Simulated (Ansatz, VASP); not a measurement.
# NbIn2Se3: VASP beside Ansatz

File INCAR:

```
SYSTEM = NbIn2Se3
PREC     = Accurate       ! precision mode
ENCUT    = 600            ! plane-wave cutoff, eV
EDIFF    = 1E-7           ! SCF threshold, eV
ISMEAR   = 0              ! smearing method
SIGMA    = 0.1            ! smearing width, eV
LREAL    = .FALSE.        ! projectors in reciprocal space
LASPH    = .TRUE.         ! aspherical terms in the spheres
NELM     = 150            ! most SCF steps
ALGO     = Normal         ! electronic algorithm
ISIF     = 3              ! what is computed and relaxed
LWAVE    = .FALSE.        ! write WAVECAR
LCHARG   = .FALSE.        ! write CHGCAR
ISPIN    = 2              ! spin polarisation
MAGMOM   = 3.59 0 0 0 0 0 ! initial moments
LORBIT   = 11             ! projections on sites
LMAXMIX  = 4              ! l up to which the mixer works
GGA      = PE             ! functional
IBRION   = 2              ! ionic algorithm
NSW      = 90             ! ionic steps
EDIFFG   = -0.04          ! ionic threshold
```

KPOINTS

```
Automatic mesh
0
G
  3 3 6
  0 0 0
```

POSCAR

```
NbIn2Se3
1.0
    7.3176330497      0.0000000000      0.0000000000
   -3.6588165248      6.3372561166      0.0000000000
    0.0000000000      0.0000000000      3.7043677041
Nb In Se
1 2 3
Direct
    0.0000000000      0.0000000000      0.0000000000
    0.3333333333      0.6666666667      0.0000000000
    0.6666666667      0.3333333333      0.0000000000
    0.5000000000      0.0000000000      0.5000000000
    0.0000000000      0.5000000000      0.5000000000
    0.5000000000      0.5000000000      0.5000000000
```

Input for Ansatz:

```yaml
crystal:
  lattice:
    - [7.3176330497, 0.0, 0.0]
    - [-3.6588165248, 6.3372561166, 0.0]
    - [0.0, 0.0, 3.7043677041]
  atoms:
    - { symbol: Nb, position: [0.0, 0.0, 0.0], spin: 3.59 }
    - { symbol: In, position: [0.3333333333, 0.6666666667, 0.0] }
    - { symbol: In, position: [0.6666666667, 0.3333333333, 0.0] }
    - { symbol: Se, position: [0.5, 0.0, 0.5] }
    - { symbol: Se, position: [0.0, 0.5, 0.5] }
    - { symbol: Se, position: [0.5, 0.5, 0.5] }
basis:
  ecutwfc: 420
kpoints:
  mp_grid: { grid: [3, 3, 6] }
hamiltonian:
  xc: pbe
scf:
  occupations: { method: gaussian, width: 0.1 }
  lower_state_search: "off"
output:
  forces: true
  stress: true
  eigenvalues: true
  populations: true
magnetization:
  spin_polarized: true
relax:
  adjacent_minimum: "off"
  f_tol: 0.04
  max_steps: 70
  cell: { stress_tol: 0.4 }
```

Change from the starting cell: species swapped into the LaGe2Ir3 type (P6/mmm, No. 191).

Alike in both runs: task relaxation of cell and atoms; functional PBE; k mesh 3 × 3 × 6; occupations gaussian, width 0.1 eV; collinear spin.

```csv
,VASP,Ansatz
version,VASP 6.6.1,Ansatz 0.2.0
potentials or method,"VASP PAW PBE potentials, release 64 (Nb_sv, In_d, Se), cutoff 600 eV","scalar-relativistic, plane waves, PAW"
valence electrons in the cell,57,87
```

```csv
,VASP,Ansatz,Ansatz less VASP
"gap on the k mesh at the Fermi level, each at its own relaxed structure (eV)",none,none,-
net moment per atom (μB),0.62,0.62,0.000
size of the moment on the site where the two differ most (μB),2.57,3.21,+0.635
relaxed volume (Å³/atom),28.26,28.24,-0.020
relaxed cell length with the largest relative difference (Å),3.691,3.694,+0.0028
```

Site moments also hang on the region over which each program counts them. A gap of «none» marks a metal or a gap that the smearing closes. VASP's potentials hold 57 valence electrons a cell and Ansatz's 87, so a difference there can come from the potentials and not from the codes.
